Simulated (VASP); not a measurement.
**SrC2: relaxation of cell and atoms with LDA**

Crystal: SrC2.

```
CELL_PARAMETERS angstrom
-1.99572 1.99572 3.34214
1.99572 -1.99572 3.34214
1.99572 1.99572 -3.34214
ATOMIC_POSITIONS crystal
Sr 0.00000 0.00000 0.00000
C 0.40637 0.40637 0.00000
C 0.59363 0.59363 0.00000
```

```yaml
Program: VASP 6.6.1
Task: relaxation of cell and atoms
Functional: LDA
Potentials_or_basis: VASP PAW LDA potentials, release 64 (Sr_sv, C)
Cutoff: 600 eV
k_mesh: 10 × 10 × 10
Occupations: gaussian, width 0.01 eV
Spin: no spin polarisation
Target_pressure: 5 GPa
Dipole_correction: no
Further_INCAR_settings: ALGO = Normal; EDIFF = 1e-07; IBRION = 2; EDIFFG = -0.001; NSW = 80; ISIF = 3
```

```
Relaxed volume                                             : 16.54 Å³/atom
Relaxed cell                                               : a = 4.286 Å, b = 4.286 Å, c = 4.286 Å, α = 126.12°, β = 126.12°, γ = 79.69°
Space group after relaxing (to 0.1 Å)                      : I4/mmm (No. 139)
Energy change on relaxing (the run minimises the enthalpy) : +18.4 meV/atom
Ionic steps                                                : 18
Pressure after relaxing                                    : 5.0 GPa
Band gap on the k mesh                                     : 0.97 eV (least direct gap 1.95 eV)
```

The path:
```csv
step,energy change (eV),largest force (eV/Å),pressure (GPa),volume (Å³)
1,0.0000,0.0867,0.30,53.25
2,0.0819,1.5692,7.54,49.33
3,0.0467,1.1863,5.52,50.29
4,0.0884,1.1903,4.82,48.95
5,0.0563,0.0378,5.11,49.63
6,0.0567,0.0611,5.10,49.61
7,0.0560,0.0570,5.06,49.62
8,0.0547,0.0446,4.93,49.65
9,0.0546,0.0433,4.91,49.65
10,0.0554,0.1180,5.14,49.63
11,0.0548,0.0019,4.98,49.64
12,0.0548,0.0008,4.98,49.64
13,0.0550,0.0001,4.98,49.64
14,0.0555,0.0016,5.00,49.62
15,0.0555,0.0021,5.01,49.62
16,0.0552,0.0011,5.00,49.63
17,0.0552,0.0011,5.00,49.63
18,0.0552,0.0008,4.99,49.63
```

Final structure:
```
Sr C
1.0
    -1.94179    1.94179    3.29074
     1.94179   -1.94179    3.29074
     1.94179    1.94179   -3.29074
Sr C
1 2
Direct
  0.00000 0.00000 0.00000
  0.40507 0.40507 0.00000
  0.59493 0.59493 0.00000
```

Levels at points of the mesh, in eV from the valence-band top:
```csv
k point,band 7,band 8,band 9,band 10,band 11,band 12
"(0.00, 0.00, 0.00)",-2.19,-0.94,-0.94,3.17,3.17,4.32
"(0.50, 0.00, 0.00)",-2.49,-2.03,-0.38,4.75,5.84,6.81
"(0.50, 0.50, 0.00)",-2.01,-1.23,-0.98,0.97,5.80,8.02
"(0.50, 0.50, 0.50)",-1.33,-1.33,-0.05,2.97,6.73,6.86
```

It took 7.1 min on 1 thread of AMD EPYC 9R45 96-Core Processor (Zen 5) (shared host), peak memory 0.21 GiB.

Caveat: the cell is relaxed towards a set pressure, so the run minimises the enthalpy, not the energy. Zero-point motion and thermal expansion aren't in these numbers.
